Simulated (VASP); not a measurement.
# ZnGeP2: single point with PBE

Crystal: ZnGeP2.

```
Zn Ge P
1.0
    -2.72333    2.72333    5.36562
     2.72333   -2.72333    5.36562
     2.72333    2.72333   -5.36562
Zn Ge P
2 2 4
Cartesian
  0.0000 0.0000 0.0000
  0.0000 2.7233 2.6828
  0.0000 0.0000 5.3656
  2.7233 0.0000 2.6828
  1.3846 1.3617 1.3414
  1.3617 4.0621 -1.3414
  1.3387 1.3617 6.7070
  1.3617 -1.3387 4.0242
```

| Item | Value |
| --- | --- |
| Program | VASP 6.6.1 |
| Task | single point |
| Functional | PBE |
| Potentials or basis | VASP PAW PBE potentials, release 64 (Zn, Ge_d, P) |
| Cutoff | 500 eV |
| k mesh | 6 × 6 × 6 |
| Occupations | fermi-dirac, width 0.02 eV |
| Spin | non-collinear spin, zero start, spin-orbit coupling |
| Starting moments | [[0.0, 0.0, 0.0], [0.0, 0.0, 0.0], [0.0, 0.0, 0.0], [0.0, 0.0, 0.0], [0.0, 0.0, 0.0], [0.0, 0.0, 0.0], [0.0, 0.0, 0.0], [0.0, 0.0, 0.0]] μB |

```json
{"Pressure": "2.4 GPa", "Largest force": "0.069 eV/Å", "Net moment": "0.00 μB per cell", "Valence electrons inside the program's atomic spheres": "Zn 10.89; Ge 12.42; P 2.53"}
```

Forces in eV/Å, atoms in the order of the input:
```
Zn   0.000  0.000  0.000
Zn   0.000  0.000  0.000
Ge   0.000  0.000  0.000
Ge   0.000  0.000  0.000
P   -0.069  0.000  0.000
P    0.000  0.069  0.000
P    0.069  0.000  0.000
P    0.000 -0.069  0.000
```

Moments on the atoms (μB; x, y, z):
```
Zn  0.00 0.00 0.00
Zn  0.00 0.00 0.00
Ge  0.00 0.00 0.00
Ge  0.00 0.00 0.00
P   0.00 0.00 0.00
P   0.00 0.00 0.00
P   0.00 0.00 0.00
P   0.00 0.00 0.00
```

It took 17 min on 4 MPI ranks on Intel(R) Xeon(R) Platinum 8259CL CPU @ 2.50GHz (Skylake/Cascade Lake), with other jobs on the host, peak memory 1.3 GiB a rank.
